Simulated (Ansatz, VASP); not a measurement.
## Two plane-wave programs on AlGeO3

```xyz
10
Lattice="2.4846 1.4345 4.0317 -2.4846 1.4345 4.0317 0.0000 -2.8689 4.0318" Properties=species:S:1:pos:R:3 pbc="T T T"
O     0.5349    1.4345    7.0556
O    -1.5097   -0.2540    7.0556
O     0.9748   -1.1804    7.0556
O    -0.5349   -1.4345    5.0397
O     1.5097    0.2540    5.0397
O    -0.9748    1.1804    5.0397
Ge    0.0000    0.0000    3.0238
Ge    0.0000    0.0000    9.0714
Al    0.0000    0.0000    0.0000
Al    0.0000    0.0000    6.0476
```

Alike in both runs: functional PBE; k mesh 5 × 5 × 5; occupations fermi-dirac, width 0.0328 eV; no spin polarisation.

Ansatz relaxed the structure, and its values are those at the end. VASP's run is a single point on that final structure, the one shown.

```csv
,VASP,Ansatz
version,VASP 6.6.1,Ansatz 0.2.0
potentials or method,"VASP PAW PBE potentials, release 64 (O, Ge_d, Al), cutoff 520 eV",PAW plane waves
valence electrons in the cell,70,70
```

VASP gave:

```
rms of the force components (eV/Å) : 0.013
```

**Question.** Which values does Ansatz return?

**Answer.** rms of the force components (eV/Å): 0.001.

Ansatz's warnings: stress scf threshold loose, structure snapped to symmetry.
